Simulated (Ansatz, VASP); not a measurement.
**Two plane-wave programs on HfNbTe4**

```xyz
6
Lattice="5.1144 0.0000 0.0000 0.0000 5.1144 0.0000 0.0000 0.0000 8.8409" Properties=species:S:1:pos:R:3 pbc="T T T"
Hf    0.0000    0.0000    0.0000
Nb    2.5572    2.5572    4.4204
Te    2.5572    2.5572    7.3495
Te    2.5572    2.5572    1.4914
Te    2.5572    0.0000    4.4204
Te    0.0000    2.5572    4.4204
```

Change from the starting cell: species swapped into the RbFeF4 type (P4/mmm, No. 123).

Alike in both runs: functional PBE; k mesh 4 × 4 × 2; occupations gaussian, width 0.1 eV; no spin polarisation.

Ansatz relaxed the structure, and its values are those at the end. VASP's run is a single point on that final structure, the one shown.

|  | VASP | Ansatz |
| --- | --- | --- |
| version | VASP 6.6.1 | Ansatz 0.2.0 |
| potentials or method | VASP PAW PBE potentials, release 64 (Hf_pv, Nb_sv, Te), cutoff 520 eV | scalar-relativistic, plane waves, PAW |
| valence electrons in the cell | 47 | 103 |

VASP gave:

| Property | Result |
| --- | --- |
| gap on the k mesh at the Fermi level (eV) | none |
| pressure (GPa) | -0.1 |
| rms of the force components (eV/Å) | 0.011 |

**Question.** What did Ansatz give for the same quantities?

**Answer.** gap on the k mesh at the Fermi level (eV): none; pressure (GPa): 0.0; rms of the force components (eV/Å): 0.011.

A gap of «none» marks a metal or a gap that the smearing closes. The functional is the same, so the differences come from potentials, cutoffs and numerics. VASP's potentials hold 47 valence electrons a cell and Ansatz's 103, so a difference there can come from the potentials and not from the codes.

Neither program's run includes spin-orbit coupling.
